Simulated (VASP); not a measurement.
Write the native input for VASP 6.6.1 that does the following.

```
Task                   : single point
Functional             : PBE
Dispersion             : D3(BJ)
Potentials or basis    : VASP PAW PBE potentials, release 64 (P)
Cutoff                 : 520 eV
k mesh                 : 24 × 24 × 24
Occupations            : gaussian, width 0.15 eV
Spin                   : no spin polarisation
Dipole correction      : no
Further INCAR settings : ALGO = Normal; EDIFF = 1e-06; NBANDS = 12
```

The structure of P lies in POSCAR:

```
P
1.0
    1.8092560418      1.0445744628      2.6191851852
   -1.8092560418      1.0445744628      2.6191851852
    0.0000000000     -2.0891489255      2.6191851852
P
2
Direct
    0.2336660455      0.2336660455      0.2336660455
    0.7663339545      0.7663339545      0.7663339545
```

This cell differs from its parent crystal: ratio of the length along z to the lengths across it x 0.85, volume and fractional coordinates fixed.

One way to write it, as run:

INCAR

```
PREC = Accurate
ENCUT = 520
EDIFF = 1E-6
ISMEAR = 0
SIGMA = 0.15
LREAL = F
LASPH = T
NELM = 100
ALGO = Normal
ISIF = 2
LWAVE = F
LCHARG = F
GGA = PE
IVDW = 12
NBANDS = 12
```

KPOINTS

```
regular mesh
0
Gamma
  24 24 24
```

Potentials or basis: VASP PAW PBE potentials, release 64 (P).

Run with:

```sh
$ cat potpaw_PBE.64/P/POTCAR > POTCAR
$ mpirun -np 1 vasp_std > vasp.out
```

It gave:

| Item | Value |
| --- | --- |
| Pressure | -4.0 GPa |
| Largest force | 0.359 eV/Å |
| Band gap on the k mesh | zero (bands 5 and 6 overlap by 1.96 eV) |
| Dispersion energy per atom | -0.476 eV |

Caveat: the stress differs along the axes, from -10 to 7 GPa.

It took 2.7 min on 1 thread of Intel(R) Xeon(R) Platinum 8559C (Emerald Rapids), on a shared host, peak memory 0.45 GiB.
